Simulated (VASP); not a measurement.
Crystal: InSb3.

```
Sb In
1.0
     0.00000    3.79455    3.79455
     3.79455    0.00000    3.79455
     3.79455    3.79455    0.00000
Sb In
3 1
Direct
  0.50548 0.51132 0.48481
  0.75134 0.75080 0.73194
  0.24282 0.26316 0.24665
  0.99144 0.99482 0.00917
```

Base run:

```yaml
Program: VASP 6.6.1
Functional: LDA
Potentials_or_basis: VASP PAW LDA potentials, release 64 (Sb, In_d)
Cutoff: 520 eV
k_mesh: 6 × 6 × 6
Occupations: gaussian, width 0.05 eV
Spin: no spin polarisation
```

Its results: band gap on the k mesh zero (bands 14 and 15 overlap by 3.26 eV); pressure -4.2 GPa; largest force 0.159 eV/Å.

Task: The run is repeated on the same cell with these changes: k mesh from 6 × 6 × 6 to 7 × 7 × 7; further incar settings from ALGO = Normal; EDIFF = 1e-07; NBANDS = 22 to ALGO = Normal; EDIFF = 1e-06; NBANDS = 22. What comes out?

Result: Band gap on the k mesh zero (bands 14 and 15 overlap by 2.84 eV); pressure -3.5 GPa; largest force 0.180 eV/Å.

Caveats: the cell stands under tension; spin-orbit coupling is left out, which moves the levels of the heavy elements.
